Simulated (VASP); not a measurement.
Here is a VASP 6.6.1 calculation.

Contents of INCAR:

```
ALGO = Normal
EDIFF = 1E-6
ENCUT = 520
GGA = RP
ISIF = 2
ISMEAR = -1
LASPH = True
LCHARG = True
LELF = True
LREAL = False
LVHAR = True
LWAVE = False
NBANDS = 14
NELM = 100
PREC = Accurate
SIGMA = 0.1
```

Contents of KPOINTS:

```
k-points
0
Gamma
  12 12 12
```

File POSCAR:

```
Bi
1.0
    0.0000000000      2.5399972937      2.5399972937
    2.5399972937      0.0000000000      2.5399972937
    2.5399972937      2.5399972937      0.0000000000
Bi
1
Direct
    0.0000000000      0.0000000000      0.0000000000
```

Potentials or basis: VASP PAW PBE potentials, release 64 (Bi_d).

Launch:

```bash
$ cat potpaw_PBE.64/Bi_d/POTCAR > POTCAR
$ mpirun -np 1 vasp_std > vasp.out
```

(1) Estimate the pressure.

Answers

(1) -0.3 GPa.

Caveat: the PAW data sets were made with another functional, which shifts forces and pressure a little.
